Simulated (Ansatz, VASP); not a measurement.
AlIn2Sb2As in VASP and in Ansatz

```xyz
6
Lattice="4.2643 0.0000 0.0000 0.0000 4.2643 0.0000 0.0000 0.0000 7.5399" Properties=species:S:1:pos:R:3 pbc="T T T"
Al    2.1321    2.1321    0.0000
In    0.0000    2.1321    0.0000
In    2.1321    0.0000    0.0000
Sb    0.0000    0.0000    1.8286
Sb    0.0000    0.0000    5.7113
As    2.1321    2.1321    3.7699
```

Change from the starting cell: species swapped into the Sr2CuSeO2 type (P4/mmm, No. 123).

Alike in both runs: task single point; functional PBE; k mesh 4 × 4 × 2; occupations gaussian, width 0.1 eV; no spin polarisation.

|  | VASP | Ansatz |
| --- | --- | --- |
| version | VASP 6.6.1 | Ansatz 0.2.0 |
| potentials or method | VASP PAW PBE potentials, release 64 (Al, In_d, Sb, As), cutoff 520 eV | scalar-relativistic, plane waves, PAW |
| valence electrons in the cell | 44 | 74 |

Ansatz gave:

| Property | Result |
| --- | --- |
| gap on the k mesh at the Fermi level (eV) | none |
| rms of the force components (eV/Å) | 1.656 |

**Question.** Estimate VASP's values.

**Answer.** gap on the k mesh at the Fermi level (eV): none; rms of the force components (eV/Å): 1.669.

Atom by atom the forces differ by 0.013 eV/Å (rms over components). A gap of «none» marks a metal or a gap that the smearing closes. The functional is the same, so the differences come from potentials, cutoffs and numerics. VASP's potentials hold 44 valence electrons a cell and Ansatz's 74, so a difference there can come from the potentials and not from the codes.

The k mesh is coarse, so the values compare programs but aren't converged. Spin-orbit coupling is off throughout.
